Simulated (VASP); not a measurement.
# Se in VASP: notebook, part 2 of 2

VASP 6.6.1. The steps go on from the part before.

## (3) Single point, PBEsol

The input, INCAR:

```
PREC = Accurate ; ENCUT = 520
EDIFF = 1E-7 ; ISMEAR = 0
SIGMA = 0.1 ; LREAL = F
LASPH = T ; NELM = 100
ALGO = Normal ; ISIF = 2
LWAVE = F ; LCHARG = T
GGA = PS ; LELF = T
LVHAR = T ; NBANDS = 20
```

The input, KPOINTS:

```
Automatic mesh
0
Gamma
  10 6 16
```

The input, POSCAR:

```
Se
1.0
    4.1151488462      0.0000000000      0.0000000000
    0.0000000000      8.2362415285      0.0000000000
    0.0000000000      0.0000000000      2.7064009508
Se
4
Direct
    0.6823313078      0.3808557976      0.5000776510
    0.8176686922      0.8808557976      0.4999223490
    0.3176686922      0.6191442024      0.5000776510
    0.1823313078      0.1191442024      0.4999223490
```

Potentials or basis: VASP PAW PBE potentials, release 64 (Se).

On the command line:

```sh
cat potpaw_PBE.64/Se/POTCAR > POTCAR
mpirun -np 1 vasp_std > vasp.out
```

OUTCAR:

```text
PREC = Accurate
   ENCUT = 520
   EDIFF = 1E-7
   ISMEAR = 0
   LREAL = F
   LASPH = T
   NELM = 100
   ISIF = 2
   GGA = PS

 ion  position               nearest neighbor table
   1  0.682  0.381  0.500-   3 2.47
   2  0.818  0.881  0.500-   4 2.47
   3  0.318  0.619  0.500-   1 2.47
   4  0.182  0.119  0.500-   2 2.47

  LATTYP: Found a simple orthorhombic cell.
 ALAT       =     2.7064009508
 B/A-ratio  =     1.5205244607
 C/A-ratio  =     3.0432451356

  Lattice vectors:

 A1 = (   0.0000000000,   0.0000000000,   2.7064009508)
 A2 = (   4.1151488462,   0.0000000000,   0.0000000000)
 A3 = (   0.0000000000,   8.2362415285,   0.0000000000)

Analysis of symmetry for initial positions (statically):
=====================================================================
 Subroutine PRICEL returns:
 Original cell was already a primitive cell.

 Routine SETGRP: Setting up the symmetry group for a
 simple orthorhombic supercell.

 Subroutine GETGRP returns: Found  4 space group operations
 (whereof  2 operations were pure point group operations)
 out of a pool of  8 trial point group operations.

The static configuration has the point symmetry C_2 .
 The point group associated with its full space group is D_2 .

Analysis of symmetry for dynamics (positions and initial velocities):
=====================================================================
 Subroutine PRICEL returns:
 Original cell was already a primitive cell.

 Routine SETGRP: Setting up the symmetry group for a
 simple orthorhombic supercell.

 Subroutine GETGRP returns: Found  4 space group operations
 (whereof  2 operations were pure point group operations)
 out of a pool of  8 trial point group operations.

The dynamic configuration has the point symmetry C_2 .
 The point group associated with its full space group is D_2 .

[... 119 lines left out ...]
   IALGO  =     38    algorithm
   IMIX   =      4    mixing-type and parameters
     AMIX     =   0.40;   BMIX     =  1.00
     AMIX_MAG =   1.60;   BMIX_MAG =  1.00
  volume/ion in A,a.u.               =      22.93       154.75
  Fermi-wavevector in a.u.,A,eV,Ry     =   1.047071  1.978678 14.916865  1.096359
  Thomas-Fermi vector in A             =   2.181936
   LORBIT       =      0    0 simple, 1 ext, 2 COOP (PROOUT), +10 PAW based schemes
   GGA     = PS    functional components
   LHFCALC =     F    Hartree Fock is set to
   AEXX    =    0.0000 exact exchange contribution
   IVDW    =     0    specifies the selected vdW correction
   LEPSILON=     F    determine dielectric tensor
   LRPA    =     F    only Hartree local field effects (RPA)
 non-spin polarized calculation
 Gauss-broadening in eV      SIGMA  =   0.10
  energy-cutoff  :      520.00
  volume of cell :       91.73
 maximum number of plane-waves:      2502
 NGX is ok and might be reduce to    32
   NGX = 15   NGY = 31   NGZ = 11

 number of electron      24.0000000 magnetization

 Free energy of the ion-electron system (eV)
  ---------------------------------------------------
  ext. energy  EPLUGINS =         0.00000000
  ---------------------------------------------------
  free energy    TOTEN  =       -15.08700620 eV

  energy without entropy =      -15.08058973  energy(sigma->0) =      -15.08379797

 E-fermi :   4.3073     XC(G=0):  -9.9457

 val. band max:        4.2981352206   @ k =   0.1000   0.0000   0.2500
 cond. band min:       4.3249964031   @ k =   0.0000   0.5000   0.4375
 fundamental gap:      0.0268611824
 Fermi energy:         4.3072821442

 k-point     1 :       0.0000    0.0000    0.0000
  band No.  band energies     occupation
      1     -11.9339      2.00000
      2     -10.8703      2.00000
      3      -9.7838      2.00000
      4      -7.9251      2.00000
      5      -1.5054      2.00000
      6      -0.5337      2.00000
[... 541 lines left out ...]
     19      13.9307      0.00000
     20      13.9307      0.00000

 [... further k-points ...]

------------------------ aborting loop because EDIFF is reached ----------------------------------------

  FORCE on cell =-STRESS in cart. coord.  units (eV):
  Direction    XX          YY          ZZ          XY          YZ          ZX
  --------------------------------------------------------------------------------------
  -------------------------------------------------------------------------------------
  Total        0.0458019      0.0956879      0.0898900      0.0000000      0.0000000      0.0000000
  in kB        0.7999956      1.6713239      1.5700566      0.0000000      0.0000000      0.0000000
  external PRESSURE =       1.3471254 kB  Pullay stress =       0.0000000 kB

 VOLUME and BASIS-vectors are now :
 -----------------------------------------------------------------------------
  energy-cutoff  :      520.00
  volume of cell :       91.73
      direct lattice vectors                 reciprocal lattice vectors
     4.115148846  0.000000000  0.000000000     0.243004576  0.000000000  0.000000000
     0.000000000  8.236241529  0.000000000     0.000000000  0.121414604  0.000000000
     0.000000000  0.000000000  2.706400951     0.000000000  0.000000000  0.369494402

 POSITION                                       TOTAL-FORCE (eV/Angst)
 -----------------------------------------------------------------------------------
      2.80789      3.13682      1.35341         0.014967     -0.014739     -0.000176
      3.36483      7.25494      1.35299        -0.014967     -0.014739      0.000176
      1.30725      5.09942      1.35341        -0.014967      0.014739     -0.000176
      0.75032      0.98130      1.35299         0.014967      0.014739      0.000176
 -----------------------------------------------------------------------------------
    total drift:                                0.000000     -0.000000      0.000000

  FREE ENERGIE OF THE ION-ELECTRON SYSTEM (eV)
  ---------------------------------------------------
  free  energy   TOTEN  =       -15.0870062049 eV

  energy  without entropy=      -15.0805897255  energy(sigma->0) =      -15.08379797
```

stdout:

```text
POSCAR found type information on POSCAR Se
 POSCAR found :  1 types and       4 ions
 scaLAPACK will be used
 -----------------------------------------------------------------------------
|                                                                             |
|                                                                             |
|     You enforced a specific xc type in the INCAR file but a different       |
|     I HOPE YOU KNOW WHAT YOU ARE DOING!                                     |
|                                                                             |
 -----------------------------------------------------------------------------

 LDA part: xc-table for (Slater+PW92), standard interpolation
 POSCAR, INCAR and KPOINTS ok, starting setup
 FFT: planning ... GRIDC
 FFT: planning ... GRID_SOFT
 FFT: planning ... GRID
 WAVECAR not read
 entering main loop
```

It took 7.4 min on 1 thread of AMD EPYC 7R43 (Zen 3), shared host; peak memory 0.36 GiB.

Results:

| Quantity | Value |
| --- | --- |
| Free energy | -15.0870 eV |
| Pressure | 0.1 GPa |
| Largest force | 0.021 eV/Å |
| Band gap on the k mesh | zero (band 12 reaches 6.82 eV, above the bottom of band 13 at 2.91 eV) |

Forces on the atoms (eV/Å):
```
Se   0.015 -0.015  0.000
Se  -0.015 -0.015  0.000
Se  -0.015  0.015  0.000
Se   0.015  0.015  0.000
```

Stress tensor (GPa, compression positive):
```
0.08 0.00 0.00
0.00 0.17 0.00
0.00 0.00 0.16
```

Caveat: the PAW data sets were made with another functional, which shifts forces and pressure a little.
